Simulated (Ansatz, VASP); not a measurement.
**Ge in VASP and in Ansatz**

File INCAR:

```
SYSTEM = Ge
PREC = Accurate
ENCUT = 520
EDIFF = 1E-7
ISMEAR = -1
SIGMA = 0.08
LREAL = .FALSE.
LASPH = .TRUE.
NELM = 100
ALGO = Normal
ISIF = 2
LWAVE = .FALSE.
LCHARG = .TRUE.
GGA = PE
LELF = .TRUE.
LVHAR = .TRUE.
NBANDS = 21
```

KPOINTS

```
Automatic mesh
0
G
  11 11 11
  0 0 0
```

File POSCAR:

```
Ge
1.0
    0.0000000000      2.8811472615      2.8811472615
    2.8811472615      0.0000000000      2.8811472615
    2.8811472615      2.8811472615      0.0000000000
Ge
2
Direct
   -0.1250000000     -0.1250000000     -0.1250000000
    0.1250000000      0.1250000000      0.1250000000
```

Input for Ansatz:

```yaml
crystal:
  lattice:
    - [0.0, 2.8811472615, 2.8811472615]
    - [2.8811472615, 0.0, 2.8811472615]
    - [2.8811472615, 2.8811472615, 0.0]
  atoms:
    - { symbol: Ge, position: [-0.125, -0.125, -0.125] }
    - { symbol: Ge, position: [0.125, 0.125, 0.125] }
kpoints:
  mp_grid: { grid: [11, 11, 11] }
  band_path:
    path:
      - [0.0, 0.0, 0.0]
      - [0.5, 0.0, 0.5]
      - [0.625, 0.25, 0.625]
      - [0.375, 0.375, 0.75]
      - [0.0, 0.0, 0.0]
      - [0.5, 0.5, 0.5]
      - [0.5, 0.25, 0.75]
      - [0.5, 0.0, 0.5]
    npoints: 8
scf:
  occupations: { method: fermi_dirac, width: 0.08 }
hamiltonian:
  xc: pbe
  pseudopotentials: { kind: paw }
output:
  forces: true
  stress: true
  eigenvalues: true
  populations: true
  dos: { projected: true, de: 0.2, e_range: [-14, 8] }
```

Change from the starting cell: volume scaled by 1, PAW files.

Alike in both runs: task single point; functional PBE; k mesh 11 × 11 × 11; occupations fermi-dirac, width 0.08 eV; no spin polarisation.

|  | VASP | Ansatz |
| --- | --- | --- |
| version | VASP 6.6.1 | Ansatz 0.2.0 |
| potentials or method | VASP PAW PBE potentials, release 64 (Ge_d) | PAW with Ansatz's default frozen-core files, scalar-relativistic |
| plane-wave cutoff (eV) | 520 | 420 |
| valence electrons in the cell | 28 | 28 |

Ansatz gave:

- pressure (GPa): 0.0

What did VASP give for the same quantities?

Pressure (GPa): -0.1.

With one functional, cell and mesh, what is left measures potentials, basis and numerics.
